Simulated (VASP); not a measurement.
# W (I4/mmm) in VASP: a series of runs, part 2 of 2

VASP 6.6.1. Earlier steps stand in the parts before.

### 3 Single point, PBE (zz strain of +1 %)

Input file INCAR:

```
PREC = Accurate
ENCUT = 520
EDIFF = 1E-7
ISMEAR = -1
SIGMA = 0.05
LREAL = False
LASPH = True
NELM = 60
ALGO = Normal
ISIF = 2
LWAVE = False
LCHARG = False
GGA = PE
NBANDS = 13
```

Input file KPOINTS:

```
regular mesh
0
Gamma
  14 14 14
```

Input file POSCAR:

```
W
1.0
    0.0000000000      2.0300000000      2.0503000000
    2.0300000000      0.0000000000      2.0503000000
    2.0300000000      2.0300000000      0.0000000000
W
1
Direct
    0.0000000000      0.0000000000      0.0000000000
```

Potentials or basis: VASP PAW PBE potentials, release 64 (W_sv).

Started as:

```sh
cat potpaw_PBE.64/W_sv/POTCAR > POTCAR
mpirun -np 1 vasp_std > vasp.out
```

OUTCAR:

```text
PREC = Accurate
   ENCUT = 520
   EDIFF = 1E-7
   ISMEAR = -1
   LREAL = False
   LASPH = True
   NELM = 60
   ISIF = 2
   GGA = PE

 ion  position               nearest neighbor table
   1  0.000  0.000  0.000-

  LATTYP: Found a body centered tetragonal cell.
 ALAT       =     2.8708535316
 C/A-ratio  =     1.4283556980

  Lattice vectors:

 A1 = (  -2.0300000000,   0.0000000000,   2.0503000000)
 A2 = (   2.0300000000,   0.0000000000,   2.0503000000)
 A3 = (   0.0000000000,   2.0300000000,  -2.0503000000)

Analysis of symmetry for initial positions (statically):
=====================================================================
 Subroutine PRICEL returns:
 Original cell was already a primitive cell.

 Routine SETGRP: Setting up the symmetry group for a
 body centered tetragonal supercell.

 Subroutine GETGRP returns: Found 16 space group operations
 (whereof 16 operations were pure point group operations)
 out of a pool of 16 trial point group operations.

The static configuration has the point symmetry D_4h.

Analysis of symmetry for dynamics (positions and initial velocities):
=====================================================================
 Subroutine PRICEL returns:
 Original cell was already a primitive cell.

 Routine SETGRP: Setting up the symmetry group for a
 body centered tetragonal supercell.

 Subroutine GETGRP returns: Found 16 space group operations
 (whereof 16 operations were pure point group operations)
 out of a pool of 16 trial point group operations.

The dynamic configuration has the point symmetry D_4h.

 Subroutine INISYM returns: Found 16 space group operations
 (whereof 16 operations are pure point group operations),
 and found     1 'primitive' translations

----------------------------------------------------------------------------------------

                                     Primitive cell

  volume of cell :      16.8982

  direct lattice vectors                    reciprocal lattice vectors
     0.000000000  2.030000000  2.050300000    -0.246305419  0.246305419  0.243866751
     2.030000000  0.000000000  2.050300000     0.246305419 -0.246305419  0.243866751
     2.030000000  2.030000000  0.000000000     0.246305419  0.246305419 -0.243866751

  length of vectors
     2.885243506  2.885243506  2.870853532     0.425210196  0.425210196  0.425210196

  position of ions in fractional coordinates (direct lattice)
     0.000000000  0.000000000  0.000000000

  ion indices of the primitive-cell ions
   primitive index   ion index
                 1           1

----------------------------------------------------------------------------------------

 KPOINTS: regular mesh

Automatic generation of k-mesh.
 Grid dimensions read from file:
 generate k-points for:   14   14   14

 Generating k-lattice:

  Cartesian coordinates                     Fractional coordinates (reciprocal lattice)
    -0.017593244  0.017593244  0.017419054     0.071428571 -0.000000000  0.000000000
     0.017593244 -0.017593244  0.017419054    -0.000000000  0.071428571  0.000000000
     0.017593244  0.017593244 -0.017419054     0.000000000  0.000000000  0.071428571

  Length of vectors
     0.030372157  0.030372157  0.030372157

  Shift w.r.t. Gamma in fractional coordinates (k-lattice)
     0.000000000  0.000000000  0.000000000

 Subroutine IBZKPT returns following result:
 ===========================================

 Found    244 irreducible k-points:

 Following reciprocal coordinates:
            Coordinates               Weight
  0.000000  0.000000  0.000000      1.000000
  0.071429  0.000000  0.000000      8.000000
  0.142857  0.000000  0.000000      8.000000
  0.214286  0.000000  0.000000      8.000000
  0.285714  0.000000  0.000000      8.000000
  0.357143  0.000000  0.000000      8.000000
[... 16 lines left out ...]
  0.214286  0.142857  0.000000      8.000000
  0.285714  0.142857  0.000000      8.000000
 [... further k-points ...]
   k-points           NKPTS =    244   k-points in BZ     NKDIM =    244   number of bands    NBANDS=     13
   number of dos      NEDOS =    301   number of ions     NIONS =      1
   total plane-waves  NPLWV =  13824
   dimension x,y,z NGX =    24 NGY =   24 NGZ =   24
   dimension x,y,z NGXF=    48 NGYF=   48 NGZF=   48
   ions per type =               1
   NGX,Y,Z   is equivalent  to a cutoff of  13.83, 13.83, 13.90 a.u.
   NGXF,Y,Z  is equivalent  to a cutoff of  27.66, 27.66, 27.80 a.u.
 SYSTEM =  unknown system
   PREC   = accura    normal or accurate (medium, high low for compatibility)
   ISTART =      0    job   : 0-new  1-cont  2-samecut
   ICHARG =      2    charge: 1-file 2-atom 10-const
   ISPIN  =      1    spin polarized calculation?
   LNONCOLLINEAR =      F non collinear calculations
   LSORBIT =      F    spin-orbit coupling
   LASPH  =      T    aspherical Exc in radial PAW
   ENCUT  =  520.0 eV  38.22 Ry    6.18 a.u.   5.36  5.36  5.34*2*pi/ulx,y,z
   NELM   =     60;   NELMIN=  2; NELMDL= -5     # of ELM steps
   EDIFF  = 0.1E-06   stopping-criterion for ELM
   LREAL  =      F    real-space projection
   EDIFFG = 0.1E-05   stopping-criterion for IOM
   NSW    =      0    number of steps for IOM
   IBRION =     -1    ionic relax: 0-MD 1-quasi-New 2-CG
   NFREE  =      0    steps in history (QN), initial steepest desc. (CG)
   ISIF   =      2    stress and relaxation
   ISYM   =      2    0-nonsym 1-usesym 2-fastsym
   POTIM  = 0.5000    time-step for ionic-motion
   TEBEG  =    0.0;   TEEND  =   0.0 temperature during run
   PSTRESS=    0.0 pullay stress
   NELECT =      14.0000    total number of electrons
   NUPDOWN=      -1.0000    fix difference up-down
   EMIN   =  10.00;   EMAX   =-10.00  energy-range for DOS
   EFERMI =   0.00;   METHOD = LEGACY
   ISMEAR =    -1;   SIGMA  =   0.05  broadening in eV -4-tet -1-fermi 0-gaus
   EFERMI_NEDOS =   21; number of points for ismear=-14 and -15
   IALGO  =     38    algorithm
   IMIX   =      4    mixing-type and parameters
     AMIX     =   0.40;   BMIX     =  1.00
     AMIX_MAG =   1.60;   BMIX_MAG =  1.00
  volume/ion in A,a.u.               =      16.90       114.03
  Fermi-wavevector in a.u.,A,eV,Ry     =   1.537580  2.905605 32.166238  2.364152
  Thomas-Fermi vector in A             =   2.644069
   LORBIT       =      0    0 simple, 1 ext, 2 COOP (PROOUT), +10 PAW based schemes
   GGA     = PE    functional components
   LHFCALC =     F    Hartree Fock is set to
   AEXX    =    0.0000 exact exchange contribution
   IVDW    =     0    specifies the selected vdW correction
   LEPSILON=     F    determine dielectric tensor
   LRPA    =     F    only Hartree local field effects (RPA)
 non-spin polarized calculation
  energy-cutoff  :      520.00
  volume of cell :       16.90
 maximum number of plane-waves:       467
 NGX is ok and might be reduce to    24
   NGX = 11   NGY = 11   NGZ = 11

 number of electron      14.0000001 magnetization

 Free energy of the ion-electron system (eV)
  ---------------------------------------------------
  ext. energy  EPLUGINS =         0.00000000
  ---------------------------------------------------
  free energy    TOTEN  =       -12.46945237 eV

  energy without entropy =      -12.45862529  energy(sigma->0) =      -12.46403883

 E-fermi :  10.0830     XC(G=0): -13.2732

 val. band max:       10.0829734358   @ k =   0.4286   0.0714   0.1429
 cond. band min:      10.0887980136   @ k =  -0.1429   0.0000   0.0714
 fundamental gap:      0.0058245778
 Fermi energy:        10.0830250198

 k-point     1 :       0.0000    0.0000    0.0000
  band No.  band energies     occupation
      1     -63.6394      2.00000
      2     -27.3121      2.00000
      3     -27.3018      2.00000
      4     -27.3018      2.00000
      5       1.2536      2.00000
      6       9.4854      1.99999
      7       9.6122      1.99984
      8       9.6122      1.99984
      9      12.4687      0.00000
     10      12.6600      0.00000
     11      22.8417      0.00000
     12      27.7051      0.00000
     13      28.0220      0.00000
[... 353 lines left out ...]
 k-point    24 :       0.2857    0.1429    0.0000
  band No.  band energies     occupation
      1     -63.5852      2.00000
      2     -27.8309      2.00000
      3     -27.4401      2.00000
      4     -27.4386      2.00000
      5       3.8899      2.00000
      6       7.8809      2.00000
      7       9.7008      1.99904
      8      10.7484      0.00000
      9      12.0080      0.00000
     10      13.6103      0.00000
     11      24.5351      0.00000
     12      27.3200      0.00000
     13      29.5342      0.00000

 [... further k-points ...]
[... 5 lines left out ...]
  --------------------------------------------------------------------------------------
  -------------------------------------------------------------------------------------
  Total       -0.8344945     -0.8344945     -0.5008606      0.0000000      0.0000000      0.0000000
  in kB      -79.1215127    -79.1215127    -47.4884456      0.0000000      0.0000000      0.0000000
  external PRESSURE =     -68.5771570 kB  Pullay stress =       0.0000000 kB

 VOLUME and BASIS-vectors are now :
 -----------------------------------------------------------------------------
  energy-cutoff  :      520.00
  volume of cell :       16.90
      direct lattice vectors                 reciprocal lattice vectors
     0.000000000  2.030000000  2.050300000    -0.246305419  0.246305419  0.243866751
     2.030000000  0.000000000  2.050300000     0.246305419 -0.246305419  0.243866751
     2.030000000  2.030000000  0.000000000     0.246305419  0.246305419 -0.243866751

 POSITION                                       TOTAL-FORCE (eV/Angst)
 -----------------------------------------------------------------------------------
      0.00000      0.00000      0.00000         0.000000      0.000000      0.000000
 -----------------------------------------------------------------------------------
    total drift:                                0.000000      0.000000     -0.000000

  FREE ENERGIE OF THE ION-ELECTRON SYSTEM (eV)
  ---------------------------------------------------
  free  energy   TOTEN  =       -12.4694523739 eV

  energy  without entropy=      -12.4586252870  energy(sigma->0) =      -12.46403883
```

OSZICAR:

```text
N       E                     dE             d eps       ncg     rms          rms(c)
DAV:   1     0.851784119585E+02    0.85178E+02   -0.74908E+03  6375   0.122E+03
DAV:   2    -0.113999378293E+02   -0.96578E+02   -0.92919E+02  7034   0.316E+02
DAV:   3    -0.131130967466E+02   -0.17132E+01   -0.17026E+01  7059   0.406E+01
DAV:   4    -0.131210137719E+02   -0.79170E-02   -0.79165E-02  7059   0.303E+00
DAV:   5    -0.131210857422E+02   -0.71970E-04   -0.71970E-04  7189   0.274E-01    0.180E+01
DAV:   6    -0.125990926747E+02    0.52199E+00   -0.46038E-01  6789   0.889E+00    0.677E+00
DAV:   7    -0.124737138028E+02    0.12538E+00   -0.21465E-01  7104   0.571E+00    0.632E-01
DAV:   8    -0.124695690315E+02    0.41448E-02   -0.41477E-03  6439   0.835E-01    0.922E-02
DAV:   9    -0.124694525266E+02    0.11650E-03   -0.15175E-04  7319   0.142E-01    0.356E-02
DAV:  10    -0.124694519222E+02    0.60438E-06   -0.12984E-05  6794   0.460E-02    0.265E-03
DAV:  11    -0.124694525208E+02   -0.59857E-06   -0.23814E-07  6629   0.595E-03    0.492E-04
DAV:  12    -0.124694523570E+02    0.16376E-06   -0.53858E-09  3847   0.955E-04    0.660E-05
DAV:  13    -0.124694523739E+02   -0.16886E-07   -0.59658E-10  3382   0.326E-04
   1 F= -.12469452E+02 E0= -.12464039E+02  d E =-.108271E-01
```

Wall time 16 s (1 thread of Intel Xeon 6975P-C (Granite Rapids), shared host); peak memory 0.18 GiB.

What came out:

| Item | Value |
| --- | --- |
| Free energy | -12.4695 eV |
| Pressure | -6.9 GPa |
| Band gap on the k mesh | zero (band 7 reaches 13.05 eV, above the bottom of band 8 at 9.61 eV) |

Stress tensor (GPa, compression positive):
```
-7.91  0.00  0.00
 0.00 -7.91  0.00
 0.00  0.00 -4.75
```

Levels at points of the mesh, in eV from the Fermi level:
```
           k point  band 5  band 6  band 7  band 8  band 9  band 10
(0.00, 0.00, 0.00)   -8.83   -0.60   -0.47   -0.47    2.39     2.58
(0.50, 0.00, 0.00)   -5.44   -0.79   -0.65    0.56    4.81     4.89
(0.50, 0.50, 0.00)   -5.28   -4.31    2.77    4.83    5.54     5.54
(0.50, 0.00, 0.50)   -5.27   -4.34    2.96    4.81    5.47     5.62
```

Caveat: the cell differs from its parent crystal (zz strain of +1 %); spin-orbit coupling is left out, which moves the levels of the heavy elements.
